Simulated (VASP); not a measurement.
Set up this calculation in VASP 6.6.1, as the native input.

```
Task                   : relaxation of cell and atoms
Functional             : r2SCAN
Potentials or basis    : VASP PAW PBE potentials, release 64 (C)
Cutoff                 : 600 eV
k mesh                 : 6 × 6 × 6
Occupations            : gaussian, width 0.1 eV
Spin                   : no spin polarisation
Dipole correction      : no
Further INCAR settings : ALGO = Normal; EDIFF = 1e-06; IBRION = 2; EDIFFG = -0.04; NSW = 90; ISIF = 3
```

C:

```
C
1.0
     1.52547    0.88073    2.82879
    -1.52547    0.88073    2.82879
     0.00000   -1.76146    2.82879
C
2
Direct
  0.22754 0.22754 0.22754
  0.77246 0.77246 0.77246
```

The input as run:

POSCAR

```
C
1.0
    1.5254665541      0.8807285256      2.8287948316
   -1.5254665541      0.8807285256      2.8287948316
    0.0000000000     -1.7614570513      2.8287948316
C
2
Direct
    0.2275400000      0.2275400000      0.2275400000
    0.7724600000      0.7724600000      0.7724600000
```

INCAR.step1

```
PREC     = Accurate       # precision mode
ENCUT    = 600            # plane-wave cutoff, eV
ISMEAR   = 0              # smearing method
SIGMA    = 0.1            # smearing width, eV
LREAL    = F              # projectors in reciprocal space
LASPH    = T              # aspherical terms in the spheres
NELM     = 100            # most SCF steps
GGA      = PE             # functional
ALGO     = Normal         # electronic algorithm
EDIFF    = 1E-4           # SCF threshold, eV
LWAVE    = T              # write WAVECAR
LCHARG   = F              # write CHGCAR
```

INCAR.step2

```
PREC     = Accurate       # precision mode
ENCUT    = 600            # plane-wave cutoff, eV
EDIFF    = 1E-6           # SCF threshold, eV
ISMEAR   = 0              # smearing method
SIGMA    = 0.1            # smearing width, eV
LREAL    = F              # projectors in reciprocal space
LASPH    = T              # aspherical terms in the spheres
NELM     = 100            # most SCF steps
ALGO     = Normal         # electronic algorithm
ISIF     = 3              # what is computed and relaxed
LWAVE    = F              # write WAVECAR
LCHARG   = F              # write CHGCAR
METAGGA  = R2SCAN         # meta-GGA
LMIXTAU  = T            
IBRION   = 2              # ionic algorithm
NSW      = 90             # ionic steps
EDIFFG   = -0.04          # ionic threshold
ISTART   = 1
```

KPOINTS

```
regular mesh
0
Gamma
  6 6 6
```

Potentials or basis: VASP PAW PBE potentials, release 64 (C).

The run is started by

```console
$ cat potpaw_PBE.64/C/POTCAR > POTCAR
$ cp INCAR.step1 INCAR
$ mpirun -np 1 vasp_std > vasp.out
$ cp INCAR.step2 INCAR
$ mpirun -np 1 vasp_std > vasp.out
```

It gave:

```
Relaxed volume                         : 5.65 Å³/atom
Relaxed cell                           : a = 2.518 Å, b = 2.518 Å, c = 2.518 Å, α = 60.02°, β = 60.02°, γ = 60.02°
Space group after relaxing (to 0.05 Å) : Fd-3m (No. 227)
Energy gained by relaxing              : 4153.9 meV/atom
Ionic steps                            : 15
Pressure after relaxing                : 0.1 GPa
Largest force after relaxing           : 0.007 eV/Å
Band gap on the k mesh                 : 4.35 eV, indirect (least direct gap 5.84 eV)
```

Caveat: the volume moved by over 15 % at a fixed basis, so the end points are rough; the PAW data sets were made with another functional, which shifts forces and pressure a little.

Wall time 13 min on 1 thread of AMD EPYC 7R13 (shared host), peak memory 0.13 GiB.
